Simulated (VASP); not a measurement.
Input of a VASP 6.6.1 run:

The input INCAR:

```
PREC = Accurate ; ENCUT = 520
EDIFF = 1E-6 ; ISMEAR = 0
SIGMA = 0.1 ; LREAL = False
LASPH = True ; NELM = 80
ALGO = Normal ; ISIF = 2
LWAVE = False ; LCHARG = True
LDIPOL = True ; IDIPOL = 3
DIPOL = 0.5 0.5 0.622 ; GGA = PS
LELF = True ; LVHAR = True
LVACPOTAV = True ; NBANDS = 16
```

The input KPOINTS:

```
regular mesh
0
Gamma
  10 10 1
```

Contents of POSCAR:

```
Li
1.0
    3.5538092279      0.0000000000      0.0000000000
    0.0000000000      3.5538092279      0.0000000000
    0.0000000000      0.0000000000     31.5204005589
Li
5
Direct
    0.7606116090      0.2393883910      0.5629516331
    0.2595099610      0.7404900390      0.5302803896
    0.2612101483      0.7387898517      0.6221782545
   -0.2361388368      1.2361388368      0.6706489071
    0.2637301524      0.7362698476      0.7247975145
```

Potentials or basis: VASP PAW PBE potentials, release 64 (Li_sv).

Launch:

```sh
$ cat potpaw_PBE.64/Li_sv/POTCAR > POTCAR
$ mpirun -np 1 vasp_std > vasp.out
```

Question: Estimate the largest force.

Answer: 0.591 eV/Å.

Forces in eV/Å, atoms in the order of the input:
```
Li  -0.006  0.006  0.591
Li   0.005 -0.005 -0.489
Li   0.007 -0.007 -0.121
Li  -0.008  0.008  0.034
Li   0.001 -0.001 -0.015
```

Caveat: the PAW data sets were made with another functional, which shifts forces and pressure a little.
